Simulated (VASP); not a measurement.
# LiBr (Fm-3m) in VASP: single point with PBE

Aim: the single point of LiBr with PBE.

Program: VASP 6.6.1. These are calculated values, not measurements. Logs are shortened: lines on timing, memory, paths and dates and some standing lists are left out, and cuts for length are marked.

### 1 The cell of the first run

It takes space group Fm-3m (No. 225, cubic). Conventional cell: a = 5.519 Å, b = 5.519 Å, c = 5.519 Å, α = 90.00°, β = 90.00°, γ = 90.00°. Li (site symmetry m-3m) has 6 Br at 2.76 Å within 3.6 Å. Br (site symmetry m-3m) has 6 Li at 2.76 Å within 3.6 Å.

### 2 Single point, PBE (Cl replaced by Br, lengths x 1.047, strained)

INCAR

```
  ALGO = Normal
  EDIFF = 1E-6
  ENCUT = 750
  GGA = PE
  GGA_COMPAT = F
  ISIF = 2
  ISMEAR = 0
  LASPH = T
  LCHARG = F
  LREAL = F
  LWAVE = F
  NBANDS = 12
  NELM = 120
  PREC = Accurate
  SIGMA = 0.1
```

KPOINTS

```
k-points
0
Gamma
  6 6 6
```

POSCAR

```
LiBr
1.0
    0.0000000000      2.7597062925      2.7597062925
    2.7597062925      0.0000000000      2.7597062925
    2.7597062925      2.7597062925      0.0000000000
Li Br
1 1
Direct
    0.0000000000      0.0000000000      0.0000000000
    0.5000000000      0.5000000000      0.5000000000
```

Potentials or basis: VASP PAW PBE potentials, release 64 (Li_sv, Br).

Run with:

```console
cat potpaw_PBE.64/Li_sv/POTCAR potpaw_PBE.64/Br/POTCAR > POTCAR
mpirun -np 1 vasp_std > vasp.out
```

OUTCAR:

```text
EDIFF = 1E-6
   ENCUT = 750
   GGA = PE
   ISIF = 2
   ISMEAR = 0
   LASPH = T
   LREAL = F
   NELM = 120
   PREC = Accurate

 ion  position               nearest neighbor table
   1  0.000  0.000  0.000-
   2  0.500  0.500  0.500-

  LATTYP: Found a face centered cubic cell.
 ALAT       =     5.5194125850

  Lattice vectors:

 A1 = (   0.0000000000,   2.7597062925,   2.7597062925)
 A2 = (   2.7597062925,   0.0000000000,   2.7597062925)
 A3 = (   2.7597062925,   2.7597062925,   0.0000000000)

Analysis of symmetry for initial positions (statically):
=====================================================================
 Subroutine PRICEL returns:
 Original cell was already a primitive cell.

 Routine SETGRP: Setting up the symmetry group for a
 face centered cubic supercell.

 Subroutine GETGRP returns: Found 48 space group operations
 (whereof 48 operations were pure point group operations)
 out of a pool of 48 trial point group operations.

The static configuration has the point symmetry O_h .

Analysis of symmetry for dynamics (positions and initial velocities):
=====================================================================
 Subroutine PRICEL returns:
 Original cell was already a primitive cell.

 Routine SETGRP: Setting up the symmetry group for a
 face centered cubic supercell.

 Subroutine GETGRP returns: Found 48 space group operations
 (whereof 48 operations were pure point group operations)
 out of a pool of 48 trial point group operations.

The dynamic configuration has the point symmetry O_h .

 Subroutine INISYM returns: Found 48 space group operations
 (whereof 48 operations are pure point group operations),
 and found     1 'primitive' translations

----------------------------------------------------------------------------------------

                                     Primitive cell

  volume of cell :      42.0357

  direct lattice vectors                    reciprocal lattice vectors
     0.000000000  2.759706293  2.759706293    -0.181178701  0.181178701  0.181178701
     2.759706293  0.000000000  2.759706293     0.181178701 -0.181178701  0.181178701
     2.759706293  2.759706293  0.000000000     0.181178701  0.181178701 -0.181178701

  length of vectors
     3.902814067  3.902814067  3.902814067     0.313810715  0.313810715  0.313810715

[... 70 lines left out ...]
   NELM   =    120;   NELMIN=  2; NELMDL= -5     # of ELM steps
   EDIFF  = 0.1E-05   stopping-criterion for ELM
   LREAL  =      F    real-space projection
[... 7 lines left out ...]
   TEBEG  =    0.0;   TEEND  =   0.0 temperature during run
   PSTRESS=    0.0 pullay stress
   NELECT =      10.0000    total number of electrons
   NUPDOWN=      -1.0000    fix difference up-down
   EMIN   =  10.00;   EMAX   =-10.00  energy-range for DOS
   EFERMI =   0.00;   METHOD = LEGACY
   ISMEAR =     0;   SIGMA  =   0.10  broadening in eV -4-tet -1-fermi 0-gaus
   EFERMI_NEDOS =   21; number of points for ismear=-14 and -15
   IALGO  =     38    algorithm
   IMIX   =      4    mixing-type and parameters
     AMIX     =   0.40;   BMIX     =  1.00
     AMIX_MAG =   1.60;   BMIX_MAG =  1.00
  volume/ion in A,a.u.               =      21.02       141.84
  Fermi-wavevector in a.u.,A,eV,Ry     =   1.014383  1.916906 14.000026  1.028973
  Thomas-Fermi vector in A             =   2.147607
   LORBIT       =      0    0 simple, 1 ext, 2 COOP (PROOUT), +10 PAW based schemes
   GGA     = PE    functional components
   LHFCALC =     F    Hartree Fock is set to
   AEXX    =    0.0000 exact exchange contribution
   IVDW    =     0    specifies the selected vdW correction
   LEPSILON=     F    determine dielectric tensor
   LRPA    =     F    only Hartree local field effects (RPA)
 non-spin polarized calculation
 Gauss-broadening in eV      SIGMA  =   0.10
  energy-cutoff  :      750.00
  volume of cell :       42.04
 maximum number of plane-waves:      1980
   NGX = 17   NGY = 17   NGZ = 17

 number of electron      10.0000000 magnetization

 Free energy of the ion-electron system (eV)
  ---------------------------------------------------
  ext. energy  EPLUGINS =         0.00000000
  ---------------------------------------------------
  free energy    TOTEN  =        -6.64113230 eV

  energy without entropy =       -6.64113230  energy(sigma->0) =       -6.64113230

 E-fermi :   0.8121     XC(G=0):  -8.3844

 val. band max:        0.2427206039   @ k =   0.0000   0.0000   0.0000
 cond. band min:       5.1420809939   @ k =   0.0000   0.0000   0.0000
 fundamental gap:      4.8993603900
 Fermi energy:         0.8121155070

 k-point     1 :       0.0000    0.0000    0.0000
  band No.  band energies     occupation
      1     -44.1707      2.00000
      2     -13.1561      2.00000
      3       0.2427      2.00000
      4       0.2427      2.00000
      5       0.2427      2.00000
      6       5.1421      0.00000
      7      10.7351      0.00000
      8      10.7351      0.00000
      9      10.7351      0.00000
     10      12.4388      0.00000
     11      12.4388      0.00000
     12      12.4388      0.00000
[... 211 lines left out ...]
 k-point    16 :      -0.3333    0.5000    0.1667
  band No.  band energies     occupation
      1     -44.1694      2.00000
      2     -12.5156      2.00000
      3      -2.2460      2.00000
      4      -1.4118      2.00000
      5      -0.8761      2.00000
      6       7.3735      0.00000
      7       8.5507      0.00000
      8       9.9888      0.00000
      9      10.7309      0.00000
     10      13.2791      0.00000
     11      15.4445      0.00000
     12      17.3965      0.00000

------------------------ aborting loop because EDIFF is reached ----------------------------------------

  FORCE on cell =-STRESS in cart. coord.  units (eV):
  Direction    XX          YY          ZZ          XY          YZ          ZX
  --------------------------------------------------------------------------------------
  -------------------------------------------------------------------------------------
  Total       -0.0421014     -0.0421014     -0.0421014      0.0000000      0.0000000      0.0000000
  in kB       -1.6046822     -1.6046822     -1.6046822      0.0000000      0.0000000      0.0000000
  external PRESSURE =      -1.6046822 kB  Pullay stress =       0.0000000 kB

 VOLUME and BASIS-vectors are now :
 -----------------------------------------------------------------------------
  energy-cutoff  :      750.00
  volume of cell :       42.04
      direct lattice vectors                 reciprocal lattice vectors
     0.000000000  2.759706293  2.759706293    -0.181178701  0.181178701  0.181178701
     2.759706293  0.000000000  2.759706293     0.181178701 -0.181178701  0.181178701
     2.759706293  2.759706293  0.000000000     0.181178701  0.181178701 -0.181178701

 POSITION                                       TOTAL-FORCE (eV/Angst)
 -----------------------------------------------------------------------------------
      0.00000      0.00000      0.00000         0.000000      0.000000     -0.000000
      2.75971      2.75971      2.75971        -0.000000     -0.000000      0.000000
 -----------------------------------------------------------------------------------
    total drift:                                0.000000      0.000000      0.000000

  FREE ENERGIE OF THE ION-ELECTRON SYSTEM (eV)
  ---------------------------------------------------
  free  energy   TOTEN  =        -6.6411323015 eV

  energy  without entropy=       -6.6411323015  energy(sigma->0) =       -6.64113230
```

Run time: 13 s. Hardware: 1 thread of Intel Xeon Platinum 8375C at 2.90GHz (Ice Lake), shared host; peak memory 0.2 GiB.

Results:

```yaml
Free_energy: -6.6411 eV
Pressure: -0.2 GPa
Band_gap_on_the_k_mesh: 4.90 eV
```

Caveat: the cell differs from its parent crystal (Cl replaced by Br, lengths x 1.047, strained).
